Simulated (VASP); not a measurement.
# Mg (I4/mmm) in VASP: further runs, part 2 of 2

VASP 6.6.1. Earlier steps stand in the parts before.

## Step 4: Single point, PBE (volume 22.364 Å^3 an atom, c/a of the conventional cell 1.0486)

File INCAR:

```
SYSTEM = Mg
PREC = Accurate
ENCUT = 520
EDIFF = 1E-7
ISMEAR = 0
SIGMA = 0.15
LREAL = .False.
LASPH = .True.
NELM = 100
ALGO = Normal
ISIF = 2
LWAVE = .False.
LCHARG = .False.
GGA = PE
NBANDS = 7
```

File KPOINTS:

```
Automatic mesh
0
Gamma
  20 20 20
  0 0 0
```

File POSCAR:

```
Mg
1.0
   -1.7470012389      1.7470012389      1.8319054991
    1.7470012389     -1.7470012389      1.8319054991
    1.7470012389      1.7470012389     -1.8319054991
Mg
1
Direct
    0.0000000000      0.0000000000      0.0000000000
```

Potentials or basis: VASP PAW PBE potentials, release 64 (Mg).

Launch:

```bash
$ cat potpaw_PBE.64/Mg/POTCAR > POTCAR
$ mpirun -np 1 vasp_std > vasp.out
```

OUTCAR:

```text
SYSTEM = Mg
   PREC = Accurate
   ENCUT = 520
   EDIFF = 1E-7
   ISMEAR = 0
   LREAL = .False.
   LASPH = .True.
   NELM = 100
   ISIF = 2
   GGA = PE

 ion  position               nearest neighbor table
   1  0.000  0.000  0.000-

  LATTYP: Found a body centered tetragonal cell.
 ALAT       =     3.4940024778
 C/A-ratio  =     1.0486000000

  Lattice vectors:

 A1 = (  -1.7470012389,   1.7470012389,   1.8319054991)
 A2 = (   1.7470012389,  -1.7470012389,   1.8319054991)
 A3 = (   1.7470012389,   1.7470012389,  -1.8319054991)

Analysis of symmetry for initial positions (statically):
=====================================================================
 Subroutine PRICEL returns:
 Original cell was already a primitive cell.

 Routine SETGRP: Setting up the symmetry group for a
 body centered tetragonal supercell.

 Subroutine GETGRP returns: Found 16 space group operations
 (whereof 16 operations were pure point group operations)
 out of a pool of 16 trial point group operations.

The static configuration has the point symmetry D_4h.

Analysis of symmetry for dynamics (positions and initial velocities):
=====================================================================
 Subroutine PRICEL returns:
 Original cell was already a primitive cell.

 Routine SETGRP: Setting up the symmetry group for a
 body centered tetragonal supercell.

 Subroutine GETGRP returns: Found 16 space group operations
 (whereof 16 operations were pure point group operations)
 out of a pool of 16 trial point group operations.

The dynamic configuration has the point symmetry D_4h.

 Subroutine INISYM returns: Found 16 space group operations
 (whereof 16 operations are pure point group operations),
 and found     1 'primitive' translations

----------------------------------------------------------------------------------------

                                     Primitive cell

  volume of cell :      22.3640

  direct lattice vectors                    reciprocal lattice vectors
[... 101 lines left out ...]
   EFERMI_NEDOS =   21; number of points for ismear=-14 and -15
   IALGO  =     38    algorithm
   IMIX   =      4    mixing-type and parameters
     AMIX     =   0.40;   BMIX     =  1.00
     AMIX_MAG =   1.60;   BMIX_MAG =  1.00
  volume/ion in A,a.u.               =      22.36       150.92
  Fermi-wavevector in a.u.,A,eV,Ry     =   0.732097  1.383462  7.292251  0.535965
  Thomas-Fermi vector in A             =   1.824476
   LORBIT       =      0    0 simple, 1 ext, 2 COOP (PROOUT), +10 PAW based schemes
   GGA     = PE    functional components
   LHFCALC =     F    Hartree Fock is set to
   AEXX    =    0.0000 exact exchange contribution
   IVDW    =     0    specifies the selected vdW correction
   LEPSILON=     F    determine dielectric tensor
   LRPA    =     F    only Hartree local field effects (RPA)
 non-spin polarized calculation
 Gauss-broadening in eV      SIGMA  =   0.15
  energy-cutoff  :      520.00
  volume of cell :       22.36
 maximum number of plane-waves:       619
   NGX = 11   NGY = 11   NGZ = 11

 number of electron       2.0000000 magnetization

 Free energy of the ion-electron system (eV)
  ---------------------------------------------------
  ext. energy  EPLUGINS =         0.00000000
  ---------------------------------------------------
  free energy    TOTEN  =        -1.47936609 eV

  energy without entropy =       -1.47445851  energy(sigma->0) =       -1.47691230

 E-fermi :   2.8114     XC(G=0):  -8.5756

 val. band max:        2.8106265442   @ k =   0.3500   0.1500   0.1500
 cond. band min:       2.8180500835   @ k =   0.5000   0.5000   0.2500
 fundamental gap:      0.0074235393
 Fermi energy:         2.8113733873

 k-point     1 :       0.0000    0.0000    0.0000
  band No.  band energies     occupation
      1      -4.2703      2.00000
      2      15.6954      0.00000
      3      15.6954      0.00000
      4      16.6322      0.00000
      5      17.5085      0.00000
      6      17.9501      0.00000
      7      18.2146      0.00000
[... 221 lines left out ...]
 k-point    24 :      -0.3500    0.0500   -0.0000
  band No.  band energies     occupation
      1      -1.7458      2.00000
      2       6.0318      0.00000
      3      11.7985      0.00000
      4      12.8563      0.00000
      5      14.6135      0.00000
      6      15.6992      0.00000
      7      18.9633      0.00000

 [... further k-points ...]
[... 5 lines left out ...]
  --------------------------------------------------------------------------------------
  -------------------------------------------------------------------------------------
  Total        0.1171231      0.1171231      0.1095321      0.0000000     -0.0000000      0.0000000
  in kB        8.3908026      8.3908026      7.8469799      0.0000000     -0.0000000      0.0000000
  external PRESSURE =       8.2095284 kB  Pullay stress =       0.0000000 kB

 VOLUME and BASIS-vectors are now :
 -----------------------------------------------------------------------------
  energy-cutoff  :      520.00
  volume of cell :       22.36
      direct lattice vectors                 reciprocal lattice vectors
    -1.747001239  1.747001239  1.831905499     0.000000000  0.286204720  0.272939843
     1.747001239 -1.747001239  1.831905499     0.286204720  0.000000000  0.272939843
     1.747001239  1.747001239 -1.831905499     0.286204720  0.286204720  0.000000000

 POSITION                                       TOTAL-FORCE (eV/Angst)
 -----------------------------------------------------------------------------------
      0.00000      0.00000      0.00000         0.000000      0.000000      0.000000
 -----------------------------------------------------------------------------------
    total drift:                                0.000000      0.000000      0.000000

  FREE ENERGIE OF THE ION-ELECTRON SYSTEM (eV)
  ---------------------------------------------------
  free  energy   TOTEN  =        -1.4793660857 eV

  energy  without entropy=       -1.4744585096  energy(sigma->0) =       -1.47691230
```

OSZICAR:

```text
N       E                     dE             d eps       ncg     rms          rms(c)
DAV:   1    -0.828461606948E+00   -0.82846E+00   -0.76463E+02  9716   0.191E+02
DAV:   2    -0.148538639587E+01   -0.65692E+00   -0.63779E+00 11907   0.110E+01
DAV:   3    -0.148781162278E+01   -0.24252E-02   -0.24243E-02 11291   0.758E-01
DAV:   4    -0.148781556455E+01   -0.39418E-05   -0.39418E-05 12782   0.228E-02
DAV:   5    -0.148781557707E+01   -0.12528E-07   -0.12055E-07 11368   0.782E-04    0.676E-01
DAV:   6    -0.148376808654E+01    0.40475E-02   -0.27272E-04 10094   0.121E-01    0.432E-01
DAV:   7    -0.147935917904E+01    0.44089E-02   -0.12593E-03  9191   0.212E-01    0.244E-02
DAV:   8    -0.147936654264E+01   -0.73636E-05   -0.80714E-06 13489   0.175E-02    0.557E-03
DAV:   9    -0.147936617138E+01    0.37126E-06   -0.69311E-07  9793   0.340E-03    0.437E-04
DAV:  10    -0.147936608572E+01    0.85667E-07   -0.40077E-09  9191   0.336E-04
   1 F= -.14793661E+01 E0= -.14769123E+01  d E =-.490758E-02
```

It took 24 s on 1 thread of Intel Xeon 6975P-C (Granite Rapids), shared host; peak memory 0.22 GiB.

Results:

```yaml
Free_energy: -1.4794 eV
Pressure: 0.8 GPa
Band_gap_on_the_k_mesh: zero (band 1 reaches 6.00 eV, above the bottom of band 2 at 1.78 eV)
```

## Step 5: The runs side by side

```csv
cell,gap on the mesh (eV),pressure (GPa)
"a = 3.047 Å, angles 110.8, 110.8, 106.9°, 1 atom",none,2.0
"a = 3.074 Å, angles 109.1, 109.1, 110.2°, 1 atom",none,0.8
"a = 3.076 Å, angles 110.8, 110.8, 106.9°, 1 atom",none,0.8
```

Alike in all rows: task single point; level PBE; potentials or basis VASP PAW PBE potentials, release 64 (Mg); no spin polarisation; k mesh 20 × 20 × 20; cutoff (eV) 520; smearing gaussian 0.15 eV.

Total energies depend on the potentials used, so only differences within one code and one set of settings carry meaning.
